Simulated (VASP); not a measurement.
Runs of VASP 6.6.1 on Te. The structure is that of space group Pm-3m (No. 221), or close to it. The cells are those of the table. 

```tsv
cell	gap on the mesh (eV)	pressure (GPa)
a = 3.202 Å, angles 90.3°, 1 atom	none	-2.6
a = 3.231 Å, angles 88.2°, 1 atom	none	-3.8
a = 3.203 Å, angles 89.2°, 1 atom	none	-2.6
a = 3.203 Å, angles 91.3°, 1 atom	none	(a)
a = 3.230 Å, angles 91.3°, 1 atom	none	-3.7
```

Alike in all rows: task single point; level PBEsol; potentials or basis VASP PAW PBE potentials, release 64 (Te); no spin polarisation; k mesh 15 × 15 × 15; cutoff (eV) 520; smearing gaussian 0.15 eV.

Fill in the values left out.

(a) -2.7.

Caveats: the PAW data sets were made with another functional, which shifts forces and pressure a little; spin-orbit coupling is left out, which moves the levels of the heavy elements.

A k mesh can miss the band edges, and the runs leave out spin-orbit coupling on Te.

A gap of «none» marks levels without a gap at the run's occupations.
